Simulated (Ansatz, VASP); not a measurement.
Two plane-wave programs on CdTe

Contents of INCAR:

```
SYSTEM = CdTe
PREC = Accurate
ENCUT = 500
EDIFF = 1E-6
ISMEAR = 0
SIGMA = 0.02
LREAL = .False.
LASPH = .True.
NELM = 120
ALGO = Normal
ISIF = 2
LWAVE = .False.
LCHARG = .True.
GGA = PS
LELF = .True.
LVHAR = .True.
NBANDS = 16
GGA_COMPAT = .False.
```

Contents of KPOINTS:

```
regular mesh
0
Gamma
  4 4 4
  0 0 0
```

POSCAR

```
CdTe
1.0
    0.0000000000      3.2447715896      3.2447715896
    3.2447715896      0.0000000000      3.2447715896
    3.2447715896      3.2447715896      0.0000000000
Cd Te
1 1
Direct
    0.0000000000      0.0000000000      0.0000000000
    0.7500000000      0.7500000000      0.7500000000
```

Input for Ansatz:

```yaml
crystal:
  lattice:
    - [0.0, 3.2447715896, 3.2447715896]
    - [3.2447715896, 0.0, 3.2447715896]
    - [3.2447715896, 3.2447715896, 0.0]
  atoms:
    - { symbol: Cd, position: [0.0, 0.0, 0.0] }
    - { symbol: Te, position: [0.75, 0.75, 0.75] }
basis:
  ecutwfc: 420
kpoints:
  mp_grid: { grid: [4, 4, 4] }
hamiltonian:
  xc: pbesol
  pseudopotentials: { kind: paw, azcp: { folder: soft_1 } }
scf:
  occupations: { method: gaussian, width: 0.02 }
output:
  forces: true
  stress: true
  eigenvalues: true
```

Alike in both runs: task single point; functional PBEsol; k mesh 4 × 4 × 4; occupations gaussian, width 0.02 eV; no spin polarisation.

|  | VASP | Ansatz |
| --- | --- | --- |
| version | VASP 6.6.1 | Ansatz 0.2.0 |
| potentials or method | VASP PAW PBE potentials, release 64 (Cd, Te), cutoff 500 eV | scalar-relativistic, plane waves, PAW |
| valence electrons in the cell | 18 | 36 |

```csv
,VASP,Ansatz,Ansatz less VASP
gap on the k mesh at the Fermi level (eV),0.64,0.63,-0.004
least direct gap on the mesh (eV),0.64,0.63,-0.004
pressure (GPa),0.4,0.2,-0.16
```

VASP's potentials were made for PBE, not for PBEsol, and Ansatz warns of the same on its side. VASP's potentials hold 18 valence electrons a cell and Ansatz's 36, so a difference there can come from the potentials and not from the codes.

Spin-orbit coupling is off throughout.
